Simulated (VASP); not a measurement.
# Si (I4_1/amd) in VASP: notebook

Runs on Si. Level: r2SCAN. Tasks: single point.

All numbers are computed with VASP 6.6.1; they aren't measurements. Logs are shortened: lines on timing, memory, paths and dates and some standing lists are left out, and cuts for length are marked.

## (1) The cell of the first run

It takes space group I4_1/amd (No. 141, tetragonal). Conventional cell: a = 4.172 Å, b = 4.172 Å, c = 4.602 Å, α = 90.00°, β = 90.00°, γ = 90.00°. Si (site symmetry -4m2) has 4 Si at 2.38 Å within 3.1 Å.

## (2) Single point, r2SCAN

POSCAR reads:

```
Si
1.0
    0.0000000000      2.9499419844      2.3009547478
    2.9499419844      0.0000000000      2.3009547478
    2.9499419844      2.9499419844      0.0000000000
Si
2
Direct
    0.5000000000      0.5000000000      0.5000000000
    0.7500000000      0.7500000000      0.7500000000
```

INCAR.step1 reads:

```
SYSTEM = Si
ALGO = Normal
EDIFF = 1E-4
ENCUT = 520
GGA = PE
ISMEAR = 0
LASPH = .True.
LCHARG = .False.
LREAL = .False.
LWAVE = .True.
NBANDS = 11
NELM = 80
PREC = Accurate
SIGMA = 0.05
```

INCAR.step2 reads:

```
SYSTEM = Si
ALGO = Normal
EDIFF = 1E-7
ENCUT = 520
ISIF = 2
ISMEAR = 0
ISTART = 1
LASPH = .True.
LCHARG = .True.
LELF = .True.
LMIXTAU = .True.
LREAL = .False.
LVHAR = .True.
LWAVE = .False.
METAGGA = R2SCAN
NBANDS = 11
NELM = 80
PREC = Accurate
SIGMA = 0.05
```

KPOINTS reads:

```
k-points
0
Gamma
  10 10 10
  0 0 0
```

Potentials or basis: VASP PAW PBE potentials, release 64 (Si).

Run with:

```
cat potpaw_PBE.64/Si/POTCAR > POTCAR
cp INCAR.step1 INCAR
mpirun -np 1 vasp_std > vasp.out
cp INCAR.step2 INCAR
mpirun -np 1 vasp_std > vasp.out
```

OUTCAR:

```text
SYSTEM = Si
   EDIFF = 1E-7
   ENCUT = 520
   ISIF = 2
   ISMEAR = 0
   ISTART = 1
   LASPH = .True.
   LREAL = .False.
   METAGGA = R2SCAN
   NELM = 80
   PREC = Accurate

 ion  position               nearest neighbor table
   1  0.500  0.500  0.500-   2 2.38   2 2.38   2 2.38   2 2.38
   2  0.750  0.750  0.750-   1 2.38   1 2.38   1 2.38   1 2.38

  LATTYP: Found a body centered tetragonal cell.
 ALAT       =     4.1718479626
 C/A-ratio  =     1.1030865786

  Lattice vectors:

 A1 = (   0.0000000000,  -2.9499419844,  -2.3009547478)
 A2 = (   0.0000000000,   2.9499419844,  -2.3009547478)
 A3 = (   2.9499419844,   0.0000000000,   2.3009547478)

Analysis of symmetry for initial positions (statically):
=====================================================================
 Subroutine PRICEL returns:
 Original cell was already a primitive cell.

 Routine SETGRP: Setting up the symmetry group for a
 body centered tetragonal supercell.

 Subroutine GETGRP returns: Found 16 space group operations
 (whereof  8 operations were pure point group operations)
 out of a pool of 16 trial point group operations.

The static configuration has the point symmetry D_2d.
 The point group associated with its full space group is D_4h.

Analysis of symmetry for dynamics (positions and initial velocities):
=====================================================================
 Subroutine PRICEL returns:
 Original cell was already a primitive cell.

 Routine SETGRP: Setting up the symmetry group for a
 body centered tetragonal supercell.

 Subroutine GETGRP returns: Found 16 space group operations
 (whereof  8 operations were pure point group operations)
 out of a pool of 16 trial point group operations.

The dynamic configuration has the point symmetry D_2d.
 The point group associated with its full space group is D_4h.

 Subroutine INISYM returns: Found 16 space group operations
 (whereof  8 operations are pure point group operations),
 and found     1 'primitive' translations

----------------------------------------------------------------------------------------

                                     Primitive cell

  volume of cell :      40.0465

  direct lattice vectors                    reciprocal lattice vectors
     0.000000000  2.949941984  2.300954748    -0.169494859  0.169494859  0.217301101
     2.949941984  0.000000000  2.300954748     0.169494859 -0.169494859  0.217301101
     2.949941984  2.949941984  0.000000000     0.169494859  0.169494859 -0.217301101

  length of vectors
     3.741196395  3.741196395  4.171847963     0.323537916  0.323537916  0.323537916

  position of ions in fractional coordinates (direct lattice)
     0.500000000  0.500000000  0.500000000
     0.750000000  0.750000000  0.750000000

  ion indices of the primitive-cell ions
   primitive index   ion index
                 1           1
                 2           2

----------------------------------------------------------------------------------------

 KPOINTS: k-points

Automatic generation of k-mesh.
 Grid dimensions read from file:
 generate k-points for:   10   10   10

 Generating k-lattice:

  Cartesian coordinates                     Fractional coordinates (reciprocal lattice)
    -0.016949486  0.016949486  0.021730110     0.100000000  0.000000000  0.000000000
     0.016949486 -0.016949486  0.021730110     0.000000000  0.100000000  0.000000000
     0.016949486  0.016949486 -0.021730110    -0.000000000 -0.000000000  0.100000000

  Length of vectors
     0.032353792  0.032353792  0.032353792

  Shift w.r.t. Gamma in fractional coordinates (k-lattice)
     0.000000000  0.000000000  0.000000000

 Subroutine IBZKPT returns following result:
 ===========================================

 Found    102 irreducible k-points:

 Following reciprocal coordinates:
            Coordinates               Weight
  0.000000  0.000000  0.000000      1.000000
  0.100000  0.000000  0.000000      8.000000
  0.200000  0.000000  0.000000      8.000000
  0.300000  0.000000  0.000000      8.000000
  0.400000  0.000000  0.000000      8.000000
  0.500000  0.000000  0.000000      4.000000
[... 16 lines left out ...]
  0.300000  0.300000  0.000000      2.000000
  0.400000  0.300000  0.000000      8.000000
 [... further k-points ...]
   k-points           NKPTS =    102   k-points in BZ     NKDIM =    102   number of bands    NBANDS=     11
   number of dos      NEDOS =    301   number of ions     NIONS =      2
   total plane-waves  NPLWV =  25088
   dimension x,y,z NGX =    28 NGY =   28 NGZ =   32
   dimension x,y,z NGXF=    56 NGYF=   56 NGZF=   64
   ions per type =               2
   NGX,Y,Z   is equivalent  to a cutoff of  12.44, 12.44, 12.75 a.u.
   NGXF,Y,Z  is equivalent  to a cutoff of  24.88, 24.88, 25.50 a.u.
 SYSTEM =  Si
   PREC   = accura    normal or accurate (medium, high low for compatibility)
   ISTART =      1    job   : 0-new  1-cont  2-samecut
   ICHARG =      0    charge: 1-file 2-atom 10-const
   ISPIN  =      1    spin polarized calculation?
   LNONCOLLINEAR =      F non collinear calculations
   LSORBIT =      F    spin-orbit coupling
   LASPH  =      T    aspherical Exc in radial PAW
   ENCUT  =  520.0 eV  38.22 Ry    6.18 a.u.   6.96  6.96  7.76*2*pi/ulx,y,z
   NELM   =     80;   NELMIN=  2; NELMDL=  0     # of ELM steps
   EDIFF  = 0.1E-06   stopping-criterion for ELM
   LREAL  =      F    real-space projection
   EDIFFG = 0.1E-05   stopping-criterion for IOM
   NSW    =      0    number of steps for IOM
   IBRION =     -1    ionic relax: 0-MD 1-quasi-New 2-CG
   NFREE  =      0    steps in history (QN), initial steepest desc. (CG)
   ISIF   =      2    stress and relaxation
   ISYM   =      2    0-nonsym 1-usesym 2-fastsym
   POTIM  = 0.5000    time-step for ionic-motion
   TEBEG  =    0.0;   TEEND  =   0.0 temperature during run
   PSTRESS=    0.0 pullay stress
   NELECT =       8.0000    total number of electrons
   NUPDOWN=      -1.0000    fix difference up-down
   EMIN   =  10.00;   EMAX   =-10.00  energy-range for DOS
   EFERMI =   0.00;   METHOD = LEGACY
   ISMEAR =     0;   SIGMA  =   0.05  broadening in eV -4-tet -1-fermi 0-gaus
   EFERMI_NEDOS =   21; number of points for ismear=-14 and -15
   IALGO  =     38    algorithm
   IMIX   =      4    mixing-type and parameters
     AMIX     =   0.40;   BMIX     =  1.00
     AMIX_MAG =   1.60;   BMIX_MAG =  1.00
  volume/ion in A,a.u.               =      20.02       135.12
  Fermi-wavevector in a.u.,A,eV,Ry     =   0.957010  1.808487 12.461143  0.915868
  Thomas-Fermi vector in A             =   2.085990
   LORBIT       =      0    0 simple, 1 ext, 2 COOP (PROOUT), +10 PAW based schemes
   METAGGA = R2SCAN    functional components
   LHFCALC =     F    Hartree Fock is set to
   AEXX    =    0.0000 exact exchange contribution
   IVDW    =     0    specifies the selected vdW correction
   LEPSILON=     F    determine dielectric tensor
   LRPA    =     F    only Hartree local field effects (RPA)
 non-spin polarized calculation
 Gauss-broadening in eV      SIGMA  =   0.05
  energy-cutoff  :      520.00
  volume of cell :       40.05
 maximum number of plane-waves:      1108
   NGX = 13   NGY = 13   NGZ = 15

 number of electron       8.0000000 magnetization

 Free energy of the ion-electron system (eV)
  ---------------------------------------------------
  ext. energy  EPLUGINS =         0.00000000
  ---------------------------------------------------
  free energy    TOTEN  =       -17.16686802 eV

  energy without entropy =      -17.16662629  energy(sigma->0) =      -17.16674716

 E-fermi :   5.8274     XC(G=0):  -9.9223

 val. band max:        5.7995619846   @ k =   0.5000   0.4000   0.1000
 cond. band min:       5.8599457751   @ k =  -0.4000   0.4000   0.0000
 fundamental gap:      0.0603837905
 Fermi energy:         5.8273965318

 k-point     1 :       0.0000    0.0000    0.0000
  band No.  band energies     occupation
      1      -6.7145      2.00000
      2       5.3544      2.00000
      3       5.3544      2.00000
      4       6.8277      0.00000
      5       8.1748      0.00000
      6       9.1881      0.00000
      7       9.2407      0.00000
      8       9.2407      0.00000
      9      11.8422      0.00000
     10      14.6225      0.00000
     11      14.8258      0.00000

 k-point     2 :       0.1000    0.0000    0.0000
  band No.  band energies     occupation
      1      -6.5723      2.00000
      2       4.5263      2.00000
      3       5.0806      2.00000
      4       6.3513      0.00000
      5       8.1108      0.00000
      6       9.2377      0.00000
      7       9.4100      0.00000
      8      10.3442      0.00000
      9      11.8878      0.00000
     10      14.1303      0.00000
     11      15.2141      0.00000

 k-point     3 :       0.2000    0.0000    0.0000
  band No.  band energies     occupation
      1      -6.1522      2.00000
      2       2.7455      2.00000
      3       4.5272      2.00000
      4       5.9343      0.00250
      5       7.6376      0.00000
      6       9.3434      0.00000
      7       9.7228      0.00000
      8      12.1582      0.00000
      9      12.6853      0.00000
     10      13.6944      0.00000
     11      16.4489      0.00000

 k-point     4 :       0.3000    0.0000    0.0000
  band No.  band energies     occupation
      1      -5.4821      2.00000
      2       0.9016      2.00000
      3       4.0142      2.00000
      4       5.6429      2.00000
      5       7.0660      0.00000
      6       8.9596      0.00000
      7      10.5277      0.00000
      8      13.2374      0.00000
      9      14.3760      0.00000
     10      14.4454      0.00000
     11      17.0324      0.00000

 k-point     5 :       0.4000    0.0000    0.0000
  band No.  band energies     occupation
      1      -4.6639      2.00000
      2      -0.6651      2.00000
      3       3.6760      2.00000
      4       5.4635      2.00000
      5       6.6646      0.00000
      6       8.6384      0.00000
      7      11.2783      0.00000
      8      13.9105      0.00000
      9      15.2249      0.00000
     10      16.5689      0.00000
     11      16.5865      0.00000
[... 211 lines left out ...]
 k-point    21 :      -0.3000    0.2000    0.0000
  band No.  band energies     occupation
      1      -4.7224      2.00000
      2       0.4218      2.00000
      3       3.2527      2.00000
      4       3.3310      2.00000
      5       7.2336      0.00000
      6      10.6602      0.00000
      7      11.5124      0.00000
      8      13.1535      0.00000
      9      13.3266      0.00000
     10      13.8177      0.00000
     11      17.1251      0.00000

 k-point    22 :      -0.2000    0.2000    0.0000
  band No.  band energies     occupation
      1      -5.4502      2.00000
      2       1.6001      2.00000
      3       3.8092      2.00000
      4       3.8179      2.00000
      5       7.6998      0.00000
      6      10.5465      0.00000
      7      11.5009      0.00000
      8      12.0020      0.00000
      9      12.2214      0.00000
     10      15.1748      0.00000
     11      15.4640      0.00000

 k-point    23 :       0.3000    0.3000    0.0000
  band No.  band energies     occupation
      1      -4.5680      2.00000
      2       1.9813      2.00000
      3       2.5482      2.00000
      4       2.5482      2.00000
      5       5.3768      2.00000
      6       9.1167      0.00000
      7      12.6105      0.00000
      8      12.6105      0.00000
      9      14.3722      0.00000
     10      16.3007      0.00000
     11      21.2434      0.00000

 k-point    24 :       0.4000    0.3000    0.0000
  band No.  band energies     occupation
      1      -3.8003      2.00000
      2       0.5859      2.00000
      3       2.2273      2.00000
      4       2.4754      2.00000
      5       5.5376      2.00000
      6       8.1883      0.00000
      7      12.7451      0.00000
      8      13.0885      0.00000
      9      16.1702      0.00000
     10      17.4963      0.00000
     11      20.1406      0.00000

 [... further k-points ...]

------------------------ aborting loop because EDIFF is reached ----------------------------------------

  FORCE on cell =-STRESS in cart. coord.  units (eV):
  Direction    XX          YY          ZZ          XY          YZ          ZX
  --------------------------------------------------------------------------------------
  -------------------------------------------------------------------------------------
  Total       -1.7124047     -1.7124047      1.9381540      0.0000000      0.0000000      0.0000000
  in kB      -68.5096852    -68.5096852     77.5414380      0.0000000      0.0000000      0.0000000
  external PRESSURE =     -19.8259774 kB  Pullay stress =       0.0000000 kB

 VOLUME and BASIS-vectors are now :
 -----------------------------------------------------------------------------
  energy-cutoff  :      520.00
  volume of cell :       40.05
      direct lattice vectors                 reciprocal lattice vectors
     0.000000000  2.949941984  2.300954748    -0.169494859  0.169494859  0.217301101
     2.949941984  0.000000000  2.300954748     0.169494859 -0.169494859  0.217301101
     2.949941984  2.949941984  0.000000000     0.169494859  0.169494859 -0.217301101

 POSITION                                       TOTAL-FORCE (eV/Angst)
 -----------------------------------------------------------------------------------
      2.94994      2.94994      2.30095         0.000000      0.000000      0.000000
      4.42491      4.42491      3.45143        -0.000000     -0.000000     -0.000000
 -----------------------------------------------------------------------------------
    total drift:                                0.000000      0.000000     -0.000000

  FREE ENERGIE OF THE ION-ELECTRON SYSTEM (eV)
  ---------------------------------------------------
  free  energy   TOTEN  =       -17.1668680217 eV

  energy  without entropy=      -17.1666262900  energy(sigma->0) =      -17.16674716
```

It took 3.5 min on 1 thread of Intel Xeon Platinum 8259CL at 2.50GHz (Skylake/Cascade Lake), shared host; peak memory 0.18 GiB.

Results:

```yaml
Free_energy: -17.1669 eV
Pressure: -2.0 GPa
Band_gap_on_the_k_mesh: zero (band 4 reaches 6.83 eV, above the bottom of band 5 at 5.07 eV)
```

Caveat: the PAW data sets were made with another functional, which shifts forces and pressure a little.

## (3) Single point, r2SCAN

This run uses another cell than the first one, of the same volume but with other edges.

POSCAR reads:

```
Si
1.0
    0.0000000000      2.4880774304      3.2345006595
    2.4880774304      0.0000000000      3.2345006595
    2.4880774304      2.4880774304      0.0000000000
Si
2
Direct
    0.5000000000      0.5000000000      0.5000000000
    0.7500000000      0.7500000000      0.7500000000
```

INCAR.step1 reads:

```
SYSTEM = Si
  PREC = Accurate
  ENCUT = 520
  ISMEAR = 0
  SIGMA = 0.05
  LREAL = .FALSE.
  LASPH = .TRUE.
  NELM = 80
  NBANDS = 11
  GGA = PE
  ALGO = Normal
  EDIFF = 1E-4
  LWAVE = .TRUE.
  LCHARG = .FALSE.
```

INCAR.step2 reads:

```
SYSTEM = Si
  PREC = Accurate
  ENCUT = 520
  EDIFF = 1E-6
  ISMEAR = 0
  SIGMA = 0.05
  LREAL = .FALSE.
  LASPH = .TRUE.
  NELM = 80
  ALGO = Normal
  ISIF = 2
  LWAVE = .FALSE.
  LCHARG = .FALSE.
  METAGGA = R2SCAN
  LMIXTAU = .TRUE.
  NBANDS = 11
  ISTART = 1
```

KPOINTS reads:

```
regular mesh
0
G
  10 10 10
  0 0 0
```

Potentials or basis: VASP PAW PBE potentials, release 64 (Si).

Run with:

```
cat potpaw_PBE.64/Si/POTCAR > POTCAR
cp INCAR.step1 INCAR
mpirun -np 1 vasp_std > vasp.out
cp INCAR.step2 INCAR
mpirun -np 1 vasp_std > vasp.out
```

Run time: 3.9 min. Hardware: 1 thread of Intel Xeon Platinum 8259CL at 2.50GHz (Skylake/Cascade Lake), shared host; peak memory 0.18 GiB.

Results (log left out):

* Free energy: -16.8027 eV
* Pressure: -1.4 GPa
* Band gap on the k mesh: zero (band 4 reaches 6.81 eV, above the bottom of band 5 at 5.94 eV)

Stress tensor (GPa, compression positive):
```
 10.03   0.00   0.00
  0.00  10.03   0.00
  0.00   0.00 -24.21
```

Levels at points of the mesh, in eV from the Fermi level:
| k point | band 2 | band 3 | band 4 | band 5 | band 6 | band 7 |
| --- | --- | --- | --- | --- | --- | --- |
| (0.00, 0.00, 0.00) | -2.25 | 0.41 | 0.41 | 1.63 | 2.22 | 2.22 |
| (0.50, 0.00, 0.00) | -7.78 | -3.18 | -0.44 | -0.16 | 4.18 | 4.22 |
| (0.50, 0.50, 0.00) | -9.74 | -1.93 | -1.93 | 2.00 | 2.00 | 9.98 |
| (0.50, 0.00, 0.50) | -8.05 | -4.01 | -4.01 | -0.21 | -0.21 | 7.10 |

Caveat: the PAW data sets were made with another functional, which shifts forces and pressure a little.

## (4) Single point, r2SCAN

This run uses another cell than the first one, of the same volume but with other edges.

POSCAR reads:

```
Si
1.0
    0.0000000000      2.7920020535      2.5686418892
    2.7920020535      0.0000000000      2.5686418892
    2.7920020535      2.7920020535      0.0000000000
Si
2
Direct
    0.5000000000      0.5000000000      0.5000000000
    0.7500000000      0.7500000000      0.7500000000
```

INCAR.step1 reads:

```
SYSTEM = Si
ALGO = Normal
EDIFF = 1E-4
ENCUT = 520
GGA = PE
ISMEAR = 0
LASPH = .True.
LCHARG = .False.
LREAL = .False.
LWAVE = .True.
NBANDS = 11
NELM = 100
PREC = Accurate
SIGMA = 0.05
```

INCAR.step2 reads:

```
SYSTEM = Si
ALGO = Normal
EDIFF = 1E-6
ENCUT = 520
ISIF = 2
ISMEAR = 0
ISTART = 1
LASPH = .True.
LCHARG = .False.
LMIXTAU = .True.
LREAL = .False.
LWAVE = .False.
METAGGA = R2SCAN
NBANDS = 11
NELM = 100
PREC = Accurate
SIGMA = 0.05
```

KPOINTS reads:

```
k-points
0
Gamma
  10 10 10
  0 0 0
```

Run with:

```
cat potpaw_PBE.64/Si/POTCAR > POTCAR
cp INCAR.step1 INCAR
mpirun -np 1 vasp_std > vasp.out
cp INCAR.step2 INCAR
mpirun -np 1 vasp_std > vasp.out
```

It took 3.7 min on 1 thread of Intel Xeon Platinum 8259CL at 2.50GHz (Skylake/Cascade Lake), shared host; peak memory 0.18 GiB.

Results (log left out):

| Item | Value |
| --- | --- |
| Free energy | -17.4933 eV |
| Pressure | 0.2 GPa |
| Band gap on the k mesh | zero (band 4 reaches 6.13 eV, above the bottom of band 5 at 6.00 eV) |

Stress tensor (GPa, compression positive):
```
-2.30  0.00  0.00
 0.00 -2.30  0.00
 0.00  0.00  5.34
```

Levels at points of the mesh, in eV from the Fermi level:
```
           k point  band 1  band 2  band 3  band 4  band 5  band 6  band 7  band 8  band 9
(0.00, 0.00, 0.00)  -12.78   -0.44   -0.44    0.13    2.31    2.65    2.65    3.65    7.11
(0.50, 0.00, 0.00)  -10.32   -7.52   -1.92   -1.14    1.39    3.01    3.93    8.18   10.31
(0.50, 0.50, 0.00)   -8.07   -8.07   -3.69   -3.69    0.21    0.21   10.49   10.49   11.55
(0.50, 0.00, 0.50)   -8.58   -8.58   -3.02   -3.02    0.92    0.92    9.85    9.85   12.00
```

Caveat: the PAW data sets were made with another functional, which shifts forces and pressure a little.

[end of part 1 of 2]
